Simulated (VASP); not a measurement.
A run of VASP 6.6.1 is set up as follows.

The input INCAR:

```
PREC = Accurate ; ENCUT = 600
EDIFF = 1E-6 ; ISMEAR = 0
SIGMA = 0.1 ; LREAL = F
LASPH = T ; NELM = 80
ALGO = Normal ; ISIF = 3
LWAVE = F ; LCHARG = F
GGA = PS ; IBRION = 2
NSW = 80 ; EDIFFG = -0.01
```

File KPOINTS:

```
regular mesh
0
Gamma
  10 10 10
```

File POSCAR:

```
Sb
1.0
    0.0000000000      3.4329489801      3.4329489801
    3.4329489801      0.0000000000      3.4329489801
    3.4329489801      3.4329489801      0.0000000000
Sb
2
Direct
    0.0000000000      0.0000000000      0.0000000000
    0.2500000000      0.2500000000      0.2500000000
```

Potentials or basis: VASP PAW PBE potentials, release 64 (Sb).

Launch:

```sh
$ cat potpaw_PBE.64/Sb/POTCAR > POTCAR
$ mpirun -np 1 vasp_std > vasp.out
```

(1) What does it give for the band gap on the k mesh?

(2) Estimate the space group after relaxing (to 0.1 Å).

## Answers

(1) zero (bands 5 and 6 overlap by 1.18 eV).

(2) Fd-3m (No. 227).

Caveat: spin-orbit coupling is left out, which moves the levels of the heavy elements.
